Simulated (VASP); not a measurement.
# BaS (Fm-3m) in VASP: further runs, part 3 of 3

VASP 6.6.1. Earlier steps stand in the parts before.

**6. Single point, PBEsol (strained)**

Contents of INCAR:

```
SYSTEM = BaS
  ALGO = Normal
  EDIFF = 1E-6
  ENCUT = 520
  GGA = PS
  ISIF = 2
  ISMEAR = 0
  LASPH = .TRUE.
  LCHARG = .FALSE.
  LREAL = .FALSE.
  LWAVE = .FALSE.
  NBANDS = 15
  NELM = 60
  PREC = Accurate
  SIGMA = 0.02
```

Contents of KPOINTS:

```
k-points
0
G
  8 8 8
  0 0 0
```

Contents of POSCAR:

```
BaS
1.0
    0.0000000000      3.1673376875      3.1673376875
    3.1673376875      0.0000000000      3.1673376875
    3.1673376875      3.1673376875      0.0000000000
Ba S
1 1
Direct
    0.0000000000      0.0000000000      0.0000000000
    0.5000000000      0.5000000000      0.5000000000
```

Potentials or basis: VASP PAW PBE potentials, release 64 (Ba_sv, S).

Launch:

```sh
$ cat potpaw_PBE.64/Ba_sv/POTCAR potpaw_PBE.64/S/POTCAR > POTCAR
$ mpirun -np 1 vasp_std > vasp.out
```

OUTCAR:

```text
SYSTEM = BaS
   EDIFF = 1E-6
   ENCUT = 520
   GGA = PS
   ISIF = 2
   ISMEAR = 0
   LASPH = .TRUE.
   LREAL = .FALSE.
   NELM = 60
   PREC = Accurate

 ion  position               nearest neighbor table
   1  0.000  0.000  0.000-   2 3.17   2 3.17   2 3.17   2 3.17   2 3.17   2 3.17
   2  0.500  0.500  0.500-   1 3.17   1 3.17   1 3.17   1 3.17   1 3.17   1 3.17

  LATTYP: Found a face centered cubic cell.
 ALAT       =     6.3346753750

  Lattice vectors:

 A1 = (   0.0000000000,   3.1673376875,   3.1673376875)
 A2 = (   3.1673376875,   0.0000000000,   3.1673376875)
 A3 = (   3.1673376875,   3.1673376875,   0.0000000000)

Analysis of symmetry for initial positions (statically):
=====================================================================
 Subroutine PRICEL returns:
 Original cell was already a primitive cell.

 Routine SETGRP: Setting up the symmetry group for a
 face centered cubic supercell.

 Subroutine GETGRP returns: Found 48 space group operations
 (whereof 48 operations were pure point group operations)
 out of a pool of 48 trial point group operations.

The static configuration has the point symmetry O_h .

Analysis of symmetry for dynamics (positions and initial velocities):
=====================================================================
 Subroutine PRICEL returns:
 Original cell was already a primitive cell.

 Routine SETGRP: Setting up the symmetry group for a
 face centered cubic supercell.

 Subroutine GETGRP returns: Found 48 space group operations
 (whereof 48 operations were pure point group operations)
 out of a pool of 48 trial point group operations.

The dynamic configuration has the point symmetry O_h .

 Subroutine INISYM returns: Found 48 space group operations
 (whereof 48 operations are pure point group operations),
 and found     1 'primitive' translations

----------------------------------------------------------------------------------------

                                     Primitive cell

  volume of cell :      63.5496

  direct lattice vectors                    reciprocal lattice vectors
     0.000000000  3.167337687  3.167337687    -0.157861286  0.157861286  0.157861286
     3.167337687  0.000000000  3.167337687     0.157861286 -0.157861286  0.157861286
     3.167337687  3.167337687  0.000000000     0.157861286  0.157861286 -0.157861286

  length of vectors
     4.479291914  4.479291914  4.479291914     0.273423768  0.273423768  0.273423768

  position of ions in fractional coordinates (direct lattice)
     0.000000000  0.000000000  0.000000000
     0.500000000  0.500000000  0.500000000

  ion indices of the primitive-cell ions
   primitive index   ion index
                 1           1
                 2           2

----------------------------------------------------------------------------------------

 KPOINTS: k-points

Automatic generation of k-mesh.
 Grid dimensions read from file:
 generate k-points for:    8    8    8

 Generating k-lattice:

  Cartesian coordinates                     Fractional coordinates (reciprocal lattice)
    -0.019732661  0.019732661  0.019732661     0.125000000  0.000000000  0.000000000
     0.019732661 -0.019732661  0.019732661     0.000000000  0.125000000  0.000000000
     0.019732661  0.019732661 -0.019732661     0.000000000  0.000000000  0.125000000

  Length of vectors
     0.034177971  0.034177971  0.034177971

  Shift w.r.t. Gamma in fractional coordinates (k-lattice)
     0.000000000  0.000000000  0.000000000

 Subroutine IBZKPT returns following result:
 ===========================================

 Found     29 irreducible k-points:

 Following reciprocal coordinates:
            Coordinates               Weight
  0.000000  0.000000  0.000000      1.000000
  0.125000  0.000000  0.000000      8.000000
  0.250000  0.000000  0.000000      8.000000
  0.375000  0.000000  0.000000      8.000000
  0.500000  0.000000  0.000000      4.000000
  0.125000  0.125000  0.000000      6.000000
[... 16 lines left out ...]
  0.500000  0.250000  0.125000     48.000000
 -0.375000  0.250000  0.125000     24.000000
 [... further k-points ...]
   k-points           NKPTS =     29   k-points in BZ     NKDIM =     29   number of bands    NBANDS=     15
   number of dos      NEDOS =    301   number of ions     NIONS =      2
   total plane-waves  NPLWV =  46656
   dimension x,y,z NGX =    36 NGY =   36 NGZ =   36
   dimension x,y,z NGXF=    72 NGYF=   72 NGZF=   72
   ions per type =               1   1
   NGX,Y,Z   is equivalent  to a cutoff of  13.36, 13.36, 13.36 a.u.
   NGXF,Y,Z  is equivalent  to a cutoff of  26.72, 26.72, 26.72 a.u.
 SYSTEM =  BaS
   PREC   = accura    normal or accurate (medium, high low for compatibility)
   ISTART =      0    job   : 0-new  1-cont  2-samecut
   ICHARG =      2    charge: 1-file 2-atom 10-const
   ISPIN  =      1    spin polarized calculation?
   LNONCOLLINEAR =      F non collinear calculations
   LSORBIT =      F    spin-orbit coupling
   LASPH  =      T    aspherical Exc in radial PAW
   ENCUT  =  520.0 eV  38.22 Ry    6.18 a.u.   8.33  8.33  8.33*2*pi/ulx,y,z
   NELM   =     60;   NELMIN=  2; NELMDL= -5     # of ELM steps
   EDIFF  = 0.1E-05   stopping-criterion for ELM
   LREAL  =      F    real-space projection
   EDIFFG = 0.1E-04   stopping-criterion for IOM
   NSW    =      0    number of steps for IOM
   IBRION =     -1    ionic relax: 0-MD 1-quasi-New 2-CG
   NFREE  =      0    steps in history (QN), initial steepest desc. (CG)
   ISIF   =      2    stress and relaxation
   ISYM   =      2    0-nonsym 1-usesym 2-fastsym
   POTIM  = 0.5000    time-step for ionic-motion
   TEBEG  =    0.0;   TEEND  =   0.0 temperature during run
   PSTRESS=    0.0 pullay stress
   NELECT =      16.0000    total number of electrons
   NUPDOWN=      -1.0000    fix difference up-down
   EMIN   =  10.00;   EMAX   =-10.00  energy-range for DOS
   EFERMI =   0.00;   METHOD = LEGACY
   ISMEAR =     0;   SIGMA  =   0.02  broadening in eV -4-tet -1-fermi 0-gaus
   EFERMI_NEDOS =   21; number of points for ismear=-14 and -15
   IALGO  =     38    algorithm
   IMIX   =      4    mixing-type and parameters
     AMIX     =   0.40;   BMIX     =  1.00
     AMIX_MAG =   1.60;   BMIX_MAG =  1.00
  volume/ion in A,a.u.               =      31.77       214.43
  Fermi-wavevector in a.u.,A,eV,Ry     =   1.033738  1.953481 14.539378  1.068614
  Thomas-Fermi vector in A             =   2.167999
   LORBIT       =      0    0 simple, 1 ext, 2 COOP (PROOUT), +10 PAW based schemes
   GGA     = PS    functional components
   LHFCALC =     F    Hartree Fock is set to
   AEXX    =    0.0000 exact exchange contribution
   IVDW    =     0    specifies the selected vdW correction
   LEPSILON=     F    determine dielectric tensor
   LRPA    =     F    only Hartree local field effects (RPA)
 non-spin polarized calculation
 Gauss-broadening in eV      SIGMA  =   0.02
  energy-cutoff  :      520.00
  volume of cell :       63.55
 maximum number of plane-waves:      1727
 NGX is ok and might be reduce to    36
   NGX = 17   NGY = 17   NGZ = 17

 number of electron      15.9999999 magnetization

 Free energy of the ion-electron system (eV)
  ---------------------------------------------------
  ext. energy  EPLUGINS =         0.00000000
  ---------------------------------------------------
  free energy    TOTEN  =       -10.71761875 eV

  energy without entropy =      -10.71761875  energy(sigma->0) =      -10.71761875

 E-fermi :   1.6042     XC(G=0):  -8.9277

 val. band max:        1.4737603605   @ k =   0.0000   0.0000   0.0000
 cond. band min:       3.4090980056   @ k =   0.5000   0.5000   0.0000
 fundamental gap:      1.9353376450
 Fermi energy:         1.6042313067

 k-point     1 :       0.0000    0.0000    0.0000
  band No.  band energies     occupation
      1     -24.4856      2.00000
      2      -9.5249      2.00000
      3      -9.5249      2.00000
      4      -9.5249      2.00000
      5      -8.9183      2.00000
      6       1.4738      2.00000
      7       1.4738      2.00000
      8       1.4738      2.00000
      9       5.0026      0.00000
     10       5.2574      0.00000
     11       5.2574      0.00000
     12       5.2574      0.00000
     13       6.2381      0.00000
     14       6.2381      0.00000
[... 401 lines left out ...]
      2     -10.5826      2.00000
      3      -9.7451      2.00000
      4      -9.6437      2.00000
      5      -7.8608      2.00000
      6      -0.0930      2.00000
      7       0.5639      2.00000
      8       0.6534      2.00000
      9       6.0921      0.00000
     10       6.2977      0.00000
     11       8.1909      0.00000
     12       8.4329      0.00000
     13       9.4078      0.00000
     14      10.3219      0.00000
     15      11.0342      0.00000

 [... further k-points ...]
[... 5 lines left out ...]
  --------------------------------------------------------------------------------------
  -------------------------------------------------------------------------------------
  Total        0.2442426      0.2442426      0.2442426     -0.0000000      0.0000000     -0.0000000
  in kB        6.1577041      6.1577041      6.1577041     -0.0000000      0.0000000     -0.0000000
  external PRESSURE =       6.1577041 kB  Pullay stress =       0.0000000 kB

 VOLUME and BASIS-vectors are now :
 -----------------------------------------------------------------------------
  energy-cutoff  :      520.00
  volume of cell :       63.55
      direct lattice vectors                 reciprocal lattice vectors
     0.000000000  3.167337687  3.167337687    -0.157861286  0.157861286  0.157861286
     3.167337687  0.000000000  3.167337687     0.157861286 -0.157861286  0.157861286
     3.167337687  3.167337687  0.000000000     0.157861286  0.157861286 -0.157861286

 POSITION                                       TOTAL-FORCE (eV/Angst)
 -----------------------------------------------------------------------------------
      0.00000      0.00000      0.00000        -0.000000      0.000000     -0.000000
      3.16734      3.16734      3.16734         0.000000      0.000000      0.000000
 -----------------------------------------------------------------------------------
    total drift:                                0.000000      0.000000      0.000000

  FREE ENERGIE OF THE ION-ELECTRON SYSTEM (eV)
  ---------------------------------------------------
  free  energy   TOTEN  =       -10.7176187460 eV

  energy  without entropy=      -10.7176187460  energy(sigma->0) =      -10.71761875
```

Wall time 11 s (1 thread of Intel Xeon 6975P-C (Granite Rapids), shared host); peak memory 0.2 GiB.

Results:

| Item | Value |
| --- | --- |
| Free energy | -10.7176 eV |
| Pressure | 0.6 GPa |
| Band gap on the k mesh | 1.94 eV (least direct gap 2.06 eV) |

Caveat: the cell differs from its parent crystal (strained); the PAW data sets were made with another functional, which shifts forces and pressure a little; spin-orbit coupling is left out, which moves the levels of the heavy elements. A k mesh can miss the band edges.

**7. The runs side by side**

| task | cell | cutoff (eV) | smearing | gap on the mesh (eV) | pressure (GPa) |
| --- | --- | --- | --- | --- | --- |
| single point | a = 4.477 Å, angles 60.0°, 2 atoms | 520 | gaussian 0.01 eV | 1.93 | 0.7 |
| relaxation of cell and atoms | relaxed from a = 4.478 Å, angles 60.0°, 2 atoms | 600 | gaussian 0.01 eV | 1.96 | 0.0 |
| single point | a = 4.456 Å, angles 60.0°, 2 atoms | 520 | gaussian 0.02 eV | 1.91 | 1.4 |
| single point | a = 4.453 Å, angles 60.0°, 2 atoms | 520 | gaussian 0.02 eV | 1.90 | 1.5 |
| single point | a = 4.479 Å, angles 60.0°, 2 atoms | 520 | gaussian 0.02 eV | 1.94 | 0.6 |

Alike in all rows: level PBEsol; potentials or basis VASP PAW PBE potentials, release 64 (Ba_sv, S); no spin polarisation; k mesh 8 × 8 × 8.

Caveats: the PAW data sets were made with another functional, which shifts forces and pressure a little; spin-orbit coupling is left out, which moves the levels of the heavy elements.

Absolute energies hang on the potentials; compare differences alone.
